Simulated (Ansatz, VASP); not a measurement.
**Ir: VASP beside Ansatz**

```
CELL_PARAMETERS angstrom
2.70840 0.00000 0.00000
-1.35420 2.34554 0.00000
0.00000 0.00000 26.05700
ATOMIC_POSITIONS crystal
Ir 0.66667 0.33333 0.28783
Ir 0.33333 0.66667 0.37270
Ir 0.00000 0.00000 0.45757
Ir 0.66667 0.33333 0.54243
Ir 0.33333 0.66667 0.62730
Ir 0.00000 0.00000 0.71217
```

Alike in both runs: task single point; functional PBEsol; k mesh 15 × 15 × 1; occupations gaussian, width 0.1 eV; no spin polarisation.

|  | VASP | Ansatz |
| --- | --- | --- |
| version | VASP 6.6.1 | Ansatz 0.2.0 |
| potentials or method | VASP PAW PBE potentials, release 64 (Ir), cutoff 520 eV | scalar-relativistic, plane waves, PAW |
| valence electrons in the cell | 54 | 102 |

```csv
,VASP,Ansatz,Ansatz less VASP
gap on the k mesh at the Fermi level (eV),none,none,-
rms of the force components (eV/Å),0.211,0.222,+0.0116
```

VASP's potentials were made for PBE, not for PBEsol. Atom by atom the forces differ by 0.015 eV/Å (rms over components). A gap of «none» marks a metal or a gap that the smearing closes. VASP's potentials hold 54 valence electrons a cell and Ansatz's 102, so a difference there can come from the potentials and not from the codes. Ansatz's warnings: xc potential rough in thin density.

Neither program's run includes spin-orbit coupling.
